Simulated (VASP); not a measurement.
Set up this calculation in VASP 6.6.1, as the native input.

```
Task                   : single point
Functional             : LDA
Potentials or basis    : VASP PAW LDA potentials, release 64 (Cu)
Cutoff                 : 600 eV
k mesh                 : 6 × 6 × 6
Occupations            : fermi-dirac, width 0.2 eV
Spin                   : no spin polarisation
Dipole correction      : no
Further INCAR settings : ALGO = Normal; EDIFF = 1e-06; NBANDS = 12
```

The structure of Cu lies in POSCAR:

```
Cu
1.0
    0.0000000000      1.8075000000      1.8075000000
    1.8075000000      0.0000000000      1.8075000000
    1.8075000000      1.8075000000      0.0000000000
Cu
1
Direct
    0.0000000000      0.0000000000      0.0000000000
```

One way to write it, as run:

INCAR

```
SYSTEM = Cu
PREC = Accurate
ENCUT = 600
EDIFF = 1E-6
ISMEAR = -1
SIGMA = 0.2
LREAL = .FALSE.
LASPH = .TRUE.
NELM = 120
ALGO = Normal
ISIF = 2
LWAVE = .FALSE.
LCHARG = .FALSE.
GGA = CA
NBANDS = 12
GGA_COMPAT = .FALSE.
```

KPOINTS

```
Automatic mesh
0
G
  6 6 6
  0 0 0
```

Potentials or basis: VASP PAW LDA potentials, release 64 (Cu).

Command:

```sh
$ cat potpaw_LDA.64/Cu/POTCAR > POTCAR
$ mpirun -np 1 vasp_std > vasp.out
```

It gave:

```yaml
Pressure: -10.5 GPa
```

Caveat: the k points lie up to 0.50 Å⁻¹ apart.

Run time: 2 s on 1 thread of Intel Xeon 6975P-C (shared host), peak memory 0.12 GiB.
